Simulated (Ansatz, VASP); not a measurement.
# Sr2O in VASP and in Ansatz

```
Sr O
1.0
     5.65250    0.00000    0.00000
     0.00000    5.65250    0.00000
     0.00000    0.00000    5.65250
Sr O
4 2
Direct
  0.25000 0.25000 0.25000
  0.25000 0.75000 0.75000
  0.75000 0.75000 0.25000
  0.75000 0.25000 0.75000
  0.00000 0.00000 0.00000
  0.50000 0.50000 0.50000
```

Alike in both runs: task relaxation of cell and atoms; functional PBEsol; k mesh 6 × 6 × 6; occupations gaussian, width 0.1 eV; no spin polarisation.

|  | VASP | Ansatz |
| --- | --- | --- |
| version | VASP 6.6.1 | Ansatz 0.2.0 |
| potentials or method | VASP PAW PBE potentials, release 64 (Sr_sv, O), cutoff 600 eV | scalar-relativistic, plane waves, PAW |
| valence electrons in the cell | 52 | 52 |

Ansatz gave:

```
gap on the k mesh at the Fermi level, each at its own relaxed structure (eV) : none
relaxed volume (Å³/atom)                                                     : 30.22
relaxed length of the cell vector where the two differ most in proportion (Å)              : 5.660
```

Question: What did VASP give for the same quantities?

Answer: gap on the k mesh at the Fermi level, each at its own relaxed structure (eV): none; relaxed volume (Å³/atom): 30.43; relaxed length of the cell vector where the two differ most in proportion (Å): 5.673.

VASP's potentials were made for PBE, not for PBEsol. A gap of «none» marks a metal or a gap that the smearing closes.
